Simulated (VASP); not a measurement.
**Mg: single point with PBE**

Mg:

```
CELL_PARAMETERS angstrom
4.68915 0.00000 0.00000
-2.34458 4.06092 0.00000
0.00000 0.00000 5.90785
ATOMIC_POSITIONS crystal
Mg 0.00000 0.00000 0.00000
Mg 0.00000 0.00000 0.50000
Mg 0.33333 0.66667 0.25000
Mg 0.66667 0.33333 0.75000
```

```yaml
Program: VASP 6.6.1
Task: single point
Functional: PBE
Potentials_or_basis: VASP PAW PBE potentials, release 64 (Mg)
Cutoff: 520 eV
k_mesh: 8 × 8 × 5
Occupations: fermi-dirac, width 0.05 eV
Spin: no spin polarisation
Dipole_correction: no
Further_INCAR_settings: ALGO = Normal; EDIFF = 1e-06; NBANDS = 12
```

* Pressure: -0.1 GPa
* Band gap on the k mesh: zero (bands 4 and 5 overlap by 3.55 eV)

Levels at points of the mesh, in eV from the Fermi level:
```
           k point  band 1  band 2  band 3  band 4  band 5  band 6  band 7  band 8  band 9
(0.00, 0.00, 0.00)   -6.04   -1.98   -1.71    1.87    1.87    2.72    2.72    3.34    4.63
(0.50, 0.00, 0.00)   -4.13   -3.45   -0.39    0.24    0.38    0.47    0.47    1.90    4.00
```

Wall time 47 s on 1 thread of AMD EPYC 7R13, on a shared host, peak memory 0.2 GiB.
